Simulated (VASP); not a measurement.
Runs of VASP 6.6.1 on Cs2Ba. The structure is that of space group Fm-3m (No. 225), or close to it. The cells are those of the table. The cell was generated, and may not be a known phase.

```tsv
task	cell	k mesh	cutoff (eV)	gap on the mesh (eV)	pressure (GPa)	relaxed volume (Å³/atom)
single point	a = 8.054 Å, angles 60.0°, 3 atoms	8 × 8 × 8	520	none	0.0	-
single point	a = 5.861 Å, angles 60.0°, 3 atoms	4 × 4 × 4	520	none	4.3	-
relaxation of cell and atoms	relaxed from a = 8.054 Å, angles 60.0°, 3 atoms	8 × 8 × 8	600	none	0.0	124.54
relaxation of cell and atoms	relaxed from a = 5.861 Å, angles 60.0°, 3 atoms	4 × 4 × 4	600	none	0.0	(a)
single point	a = 8.054 Å, angles 60.0°, 3 atoms	4 × 4 × 4	520	none	0.0	-
```

Alike in all rows: level PBE; potentials or basis VASP PAW PBE potentials, release 64 (Cs_sv, Ba_sv); no spin polarisation; smearing gaussian 0.1 eV.

Question: Fill in the values left out.

Answer: (a) 122.82.

Caveats: spin-orbit coupling is left out, which moves the levels of the heavy elements; the cell stands under pressure (at least some runs); the volume moved by over 15 % at a fixed basis, so the end points are rough (at least some runs).

A k mesh can miss the band edges, and the runs leave out spin-orbit coupling on Ba, Cs.

A gap of «none» marks levels without a gap at the run's occupations.
